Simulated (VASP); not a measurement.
# GaSn4S3 (Pm-3m) in VASP: relaxation of cell and atoms with PBE

Aim: the relaxation of cell and atoms of GaSn4S3 with PBE.

Program: VASP 6.6.1. These are calculated values, not measurements. Logs are shortened: lines on timing, memory, paths and dates and some standing lists are left out, and cuts for length are marked.

## (1) The cell of the first run

Symmetry: Pm-3m, No. 221, cubic system. Conventional cell: a = 5.811 Å, b = 5.811 Å, c = 5.811 Å, α = 90.00°, β = 90.00°, γ = 90.00°. Ga (site symmetry m-3m) has 6 S at 2.91 Å within 3.8 Å. Within 3.8 Å of Sn (site symmetry 4/mmm) lie 2 Sn at 2.91 Å and 4 S at 2.91 Å. Sn (site symmetry m-3m) has 6 Sn at 2.91 Å within 3.8 Å. S (site symmetry 4/mmm) has 2 Ga at 2.91 Å and 4 Sn at 2.91 Å within 3.8 Å.

The cell was generated, and may not be a known phase.

## (2) Relaxation of cell and atoms, PBE

Input file INCAR:

```
PREC = Accurate ; ENCUT = 600
EDIFF = 1E-6 ; ISMEAR = 0
SIGMA = 0.1 ; LREAL = False
LASPH = True ; NELM = 80
ALGO = Normal ; ISIF = 3
LWAVE = False ; LCHARG = False
GGA = PE ; IBRION = 2
NSW = 100 ; EDIFFG = -0.01
```

Input file KPOINTS:

```
regular mesh
0
Gamma
  6 6 6
```

Input file POSCAR:

```
GaSn4S3
1.0
    5.8106740280      0.0000000000      0.0000000000
    0.0000000000      5.8106740280      0.0000000000
    0.0000000000      0.0000000000      5.8106740280
Ga Sn S
1 4 3
Direct
    0.5000000000      0.5000000000      0.5000000000
    0.5000000000      0.0000000000      0.0000000000
    0.0000000000      0.5000000000      0.0000000000
    0.0000000000      0.0000000000      0.5000000000
    0.0000000000      0.0000000000      0.0000000000
    0.0000000000      0.5000000000      0.5000000000
    0.5000000000      0.0000000000      0.5000000000
    0.5000000000      0.5000000000      0.0000000000
```

Potentials or basis: VASP PAW PBE potentials, release 64 (Ga_d, Sn_d, S).

Run with:

```
$ cat potpaw_PBE.64/Ga_d/POTCAR potpaw_PBE.64/Sn_d/POTCAR potpaw_PBE.64/S/POTCAR > POTCAR
$ mpirun -np 1 vasp_std > vasp.out
```

OUTCAR:

```text
PREC = Accurate
   ENCUT = 600
   EDIFF = 1E-6
   ISMEAR = 0
   LREAL = False
   LASPH = True
   NELM = 80
   ISIF = 3
   GGA = PE
   IBRION = 2
   NSW = 100
   EDIFFG = -0.01

 ion  position               nearest neighbor table
   1  0.500  0.500  0.500-
   2  0.500  0.000  0.000-   5 2.91   7 2.91   8 2.91   7 2.91   8 2.91   5 2.91
   3  0.000  0.500  0.000-   5 2.91   6 2.91   8 2.91   6 2.91   5 2.91   8 2.91
   4  0.000  0.000  0.500-   5 2.91   6 2.91   7 2.91   5 2.91   6 2.91   7 2.91
   5  0.000  0.000  0.000-   2 2.91   3 2.91   4 2.91   4 2.91   3 2.91   2 2.91
   6  0.000  0.500  0.500-   3 2.91   4 2.91   3 2.91   4 2.91
   7  0.500  0.000  0.500-   2 2.91   4 2.91   2 2.91   4 2.91
   8  0.500  0.500  0.000-   2 2.91   3 2.91   2 2.91   3 2.91

  LATTYP: Found a simple cubic cell.
 ALAT       =     5.8106740280

  Lattice vectors:

 A1 = (   5.8106740280,   0.0000000000,   0.0000000000)
 A2 = (   0.0000000000,   5.8106740280,   0.0000000000)
 A3 = (   0.0000000000,   0.0000000000,   5.8106740280)

Analysis of symmetry for initial positions (statically):
=====================================================================
 Subroutine PRICEL returns:
 Original cell was already a primitive cell.

 Routine SETGRP: Setting up the symmetry group for a
 simple cubic supercell.

 Subroutine GETGRP returns: Found 48 space group operations
 (whereof 48 operations were pure point group operations)
 out of a pool of 48 trial point group operations.

The static configuration has the point symmetry O_h .

Analysis of symmetry for dynamics (positions and initial velocities):
=====================================================================
 Subroutine PRICEL returns:
 Original cell was already a primitive cell.

 Routine SETGRP: Setting up the symmetry group for a
 simple cubic supercell.

 Subroutine GETGRP returns: Found 48 space group operations
 (whereof 48 operations were pure point group operations)
 out of a pool of 48 trial point group operations.

The dynamic configuration has the point symmetry O_h .

 Subroutine INISYM returns: Found 48 space group operations
 (whereof 48 operations are pure point group operations),
 and found     1 'primitive' translations

----------------------------------------------------------------------------------------

                                     Primitive cell

  volume of cell :     196.1912

  direct lattice vectors                    reciprocal lattice vectors
     5.810674028  0.000000000  0.000000000     0.172097074  0.000000000  0.000000000
     0.000000000  5.810674028  0.000000000     0.000000000  0.172097074  0.000000000
     0.000000000  0.000000000  5.810674028     0.000000000  0.000000000  0.172097074

  length of vectors
     5.810674028  5.810674028  5.810674028     0.172097074  0.172097074  0.172097074

  position of ions in fractional coordinates (direct lattice)
     0.500000000  0.500000000  0.500000000
     0.500000000  0.000000000  0.000000000
     0.000000000  0.500000000  0.000000000
     0.000000000  0.000000000  0.500000000
     0.000000000  0.000000000  0.000000000
     0.000000000  0.500000000  0.500000000
     0.500000000  0.000000000  0.500000000
     0.500000000  0.500000000  0.000000000

  ion indices of the primitive-cell ions
   primitive index   ion index
                 1           1
                 2           2
                 3           3
                 4           4
                 5           5
                 6           6
                 7           7
                 8           8

----------------------------------------------------------------------------------------

 KPOINTS: regular mesh

Automatic generation of k-mesh.
 Grid dimensions read from file:
 generate k-points for:    6    6    6

 Generating k-lattice:

  Cartesian coordinates                     Fractional coordinates (reciprocal lattice)
     0.028682846  0.000000000  0.000000000     0.166666667  0.000000000  0.000000000
     0.000000000  0.028682846  0.000000000     0.000000000  0.166666667  0.000000000
[... 38 lines left out ...]
   dimension x,y,z NGX =    48 NGY =   48 NGZ =   48
   dimension x,y,z NGXF=    96 NGYF=   96 NGZF=   96
   ions per type =               1   4   3
   NGX,Y,Z   is equivalent  to a cutoff of  13.73, 13.73, 13.73 a.u.
   NGXF,Y,Z  is equivalent  to a cutoff of  27.47, 27.47, 27.47 a.u.
 SYSTEM =  unknown system
   PREC   = accura    normal or accurate (medium, high low for compatibility)
   ISTART =      0    job   : 0-new  1-cont  2-samecut
   ICHARG =      2    charge: 1-file 2-atom 10-const
   ISPIN  =      1    spin polarized calculation?
   LNONCOLLINEAR =      F non collinear calculations
   LSORBIT =      F    spin-orbit coupling
   LASPH  =      T    aspherical Exc in radial PAW
   ENCUT  =  600.0 eV  44.10 Ry    6.64 a.u.  11.61 11.61 11.61*2*pi/ulx,y,z
   NELM   =     80;   NELMIN=  2; NELMDL= -5     # of ELM steps
   EDIFF  = 0.1E-05   stopping-criterion for ELM
   LREAL  =      F    real-space projection
   EDIFFG = -.1E-01   stopping-criterion for IOM
   NSW    =    100    number of steps for IOM
   IBRION =      2    ionic relax: 0-MD 1-quasi-New 2-CG
   NFREE  =      1    steps in history (QN), initial steepest desc. (CG)
   ISIF   =      3    stress and relaxation
   ISYM   =      2    0-nonsym 1-usesym 2-fastsym
   POTIM  = 0.5000    time-step for ionic-motion
   TEBEG  =    0.0;   TEEND  =   0.0 temperature during run
   PSTRESS=    0.0 pullay stress
   NELECT =      87.0000    total number of electrons
   NUPDOWN=      -1.0000    fix difference up-down
   EMIN   =  10.00;   EMAX   =-10.00  energy-range for DOS
   EFERMI =   0.00;   METHOD = LEGACY
   ISMEAR =     0;   SIGMA  =   0.10  broadening in eV -4-tet -1-fermi 0-gaus
   EFERMI_NEDOS =   21; number of points for ismear=-14 and -15
   IALGO  =     38    algorithm
   IMIX   =      4    mixing-type and parameters
     AMIX     =   0.40;   BMIX     =  1.00
     AMIX_MAG =   1.60;   BMIX_MAG =  1.00
  volume/ion in A,a.u.               =      24.52       165.50
  Fermi-wavevector in a.u.,A,eV,Ry     =   1.248403  2.359139 21.204810  1.558510
  Thomas-Fermi vector in A             =   2.382491
   LORBIT       =      0    0 simple, 1 ext, 2 COOP (PROOUT), +10 PAW based schemes
   GGA     = PE    functional components
   LHFCALC =     F    Hartree Fock is set to
   AEXX    =    0.0000 exact exchange contribution
   IVDW    =     0    specifies the selected vdW correction
   LEPSILON=     F    determine dielectric tensor
   LRPA    =     F    only Hartree local field effects (RPA)
 conjugate gradient relaxation of ions
 non-spin polarized calculation
 Gauss-broadening in eV      SIGMA  =   0.10
  energy-cutoff  :      600.00
  volume of cell :      196.19
 maximum number of plane-waves:      6619
 NGX is ok and might be reduce to    48
   NGX = 23   NGY = 23   NGZ = 23

--------------------------------------- Ionic step        1  -------------------------------------------

 number of electron      87.0000020 magnetization

 Free energy of the ion-electron system (eV)
  ---------------------------------------------------
  ext. energy  EPLUGINS =         0.00000000
  ---------------------------------------------------
  free energy    TOTEN  =       -32.36738400 eV

  energy without entropy =      -32.35155496  energy(sigma->0) =      -32.35946948

------------------------ aborting loop because EDIFF is reached ----------------------------------------

  FORCE on cell =-STRESS in cart. coord.  units (eV):
  Direction    XX          YY          ZZ          XY          YZ          ZX
  --------------------------------------------------------------------------------------
  -------------------------------------------------------------------------------------
  Total        0.0926416      0.0926416      0.0926416      0.0000000      0.0000000      0.0000000
  in kB        0.7565492      0.7565492      0.7565492      0.0000000      0.0000000      0.0000000
  external PRESSURE =       0.7565492 kB  Pullay stress =       0.0000000 kB

 VOLUME and BASIS-vectors are now :
 -----------------------------------------------------------------------------
  energy-cutoff  :      600.00
  volume of cell :      196.19
      direct lattice vectors                 reciprocal lattice vectors
     5.810674028  0.000000000  0.000000000     0.172097074  0.000000000  0.000000000
     0.000000000  5.810674028  0.000000000     0.000000000  0.172097074  0.000000000
     0.000000000  0.000000000  5.810674028     0.000000000  0.000000000  0.172097074

 POSITION                                       TOTAL-FORCE (eV/Angst)
 -----------------------------------------------------------------------------------
      2.90534      2.90534      2.90534         0.000000      0.000000      0.000000
      2.90534      0.00000      0.00000         0.000000      0.000000      0.000000
      0.00000      2.90534      0.00000         0.000000      0.000000      0.000000
      0.00000      0.00000      2.90534         0.000000      0.000000      0.000000
      0.00000      0.00000      0.00000         0.000000      0.000000      0.000000
      0.00000      2.90534      2.90534         0.000000      0.000000      0.000000
      2.90534      0.00000      2.90534         0.000000      0.000000      0.000000
      2.90534      2.90534      0.00000         0.000000      0.000000      0.000000
 -----------------------------------------------------------------------------------
    total drift:                                0.000000      0.000000      0.000000

  FREE ENERGIE OF THE ION-ELECTRON SYSTEM (eV)
  ---------------------------------------------------
  free  energy   TOTEN  =       -32.3673839953 eV

  energy  without entropy=      -32.3515549599  energy(sigma->0) =      -32.35946948

--------------------------------------- Ionic step        2  -------------------------------------------

 number of electron      87.0000017 magnetization

 Free energy of the ion-electron system (eV)
  ---------------------------------------------------
  ext. energy  EPLUGINS =         0.00000000
  ---------------------------------------------------
  free energy    TOTEN  =       -32.36744887 eV

  energy without entropy =      -32.35149568  energy(sigma->0) =      -32.35947227

 E-fermi :   6.2531     XC(G=0):  -9.8884

 val. band max:        6.2459409651   @ k =   0.3333   0.3333   0.3333
 cond. band min:       6.2754382952   @ k =   0.5000   0.3333   0.1667
 fundamental gap:      0.0294973301
 Fermi energy:         6.2531220303

 k-point     1 :       0.0000    0.0000    0.0000
  band No.  band energies     occupation
      1     -15.6162      2.00000
      2     -15.6162      2.00000
      3     -15.4656      2.00000
      4     -15.4656      2.00000
      5     -15.4588      2.00000
      6     -15.4588      2.00000
[... 1089 lines left out ...]
     51       8.9194      0.00000
     52       8.9216      0.00000

------------------------ aborting loop because EDIFF is reached ----------------------------------------

  FORCE on cell =-STRESS in cart. coord.  units (eV):
  Direction    XX          YY          ZZ          XY          YZ          ZX
  --------------------------------------------------------------------------------------
  -------------------------------------------------------------------------------------
  Total       -0.0135032     -0.0135032     -0.0135032     -0.0000000     -0.0000000      0.0000000
  in kB       -0.1100876     -0.1100876     -0.1100876     -0.0000000     -0.0000000      0.0000000
  external PRESSURE =      -0.1100876 kB  Pullay stress =       0.0000000 kB

 VOLUME and BASIS-vectors are now :
 -----------------------------------------------------------------------------
  energy-cutoff  :      600.00
  volume of cell :      196.52
      direct lattice vectors                 reciprocal lattice vectors
     5.813920217  0.000000000  0.000000000     0.172000984 -0.000000000  0.000000000
     0.000000000  5.813920217  0.000000000     0.000000000  0.172000984 -0.000000000
    -0.000000000  0.000000000  5.813920217    -0.000000000 -0.000000000  0.172000984

 POSITION                                       TOTAL-FORCE (eV/Angst)
 -----------------------------------------------------------------------------------
      2.90696      2.90696      2.90696        -0.000000      0.000000     -0.000000
      2.90696      0.00000      0.00000         0.000000     -0.000000     -0.000000
      0.00000      2.90696      0.00000         0.000000     -0.000000     -0.000000
     -0.00000      0.00000      2.90696        -0.000000      0.000000     -0.000000
      0.00000      0.00000      0.00000         0.000000     -0.000000     -0.000000
     -0.00000      2.90696      2.90696         0.000000     -0.000000      0.000000
      2.90696      0.00000      2.90696         0.000000     -0.000000     -0.000000
      2.90696      2.90696      0.00000        -0.000000      0.000000     -0.000000
 -----------------------------------------------------------------------------------
    total drift:                                0.000000      0.000000      0.000000

  FREE ENERGIE OF THE ION-ELECTRON SYSTEM (eV)
  ---------------------------------------------------
  free  energy   TOTEN  =       -32.3674488660 eV

  energy  without entropy=      -32.3514956782  energy(sigma->0) =      -32.35947227

 reached required accuracy - stopping structural energy minimisation
```

It took 5.4 min on 1 thread of Intel Xeon Platinum 8488C (Sapphire Rapids), shared host; peak memory 0.47 GiB.

Results:

| Quantity | Value |
| --- | --- |
| Free energy | -32.3674 eV |
| Relaxed volume | 24.57 Å³/atom |
| Relaxed cell | a = 5.814 Å, b = 5.814 Å, c = 5.814 Å, α = 90.00°, β = 90.00°, γ = 90.00° |
| Space group after relaxing (to 0.1 Å) | Pm-3m (No. 221) |
| Energy gained by relaxing | 0.0 meV/atom |
| Ionic steps | 2 |
| Pressure after relaxing | 0.0 GPa |
| Band gap on the k mesh | zero (an odd number of electrons rules out a gap without spin polarisation) |

Final structure:
```yaml
crystal:
  lattice:
    - [5.81392, 0.00000, 0.00000]
    - [0.00000, 5.81392, 0.00000]
    - [0.00000, 0.00000, 5.81392]
  atoms:
    - { symbol: Ga, position: [0.50000, 0.50000, 0.50000] }
    - { symbol: Sn, position: [0.50000, 0.00000, 0.00000] }
    - { symbol: Sn, position: [0.00000, 0.50000, 0.00000] }
    - { symbol: Sn, position: [0.00000, 0.00000, 0.50000] }
    - { symbol: Sn, position: [0.00000, 0.00000, 0.00000] }
    - { symbol: S, position: [0.00000, 0.50000, 0.50000] }
    - { symbol: S, position: [0.50000, 0.00000, 0.50000] }
    - { symbol: S, position: [0.50000, 0.50000, 0.00000] }
```

Caveat: spin-orbit coupling is left out, which moves the levels of the heavy elements.

The gap in the log of VASP goes by the Fermi energy; the results here count the filled bands.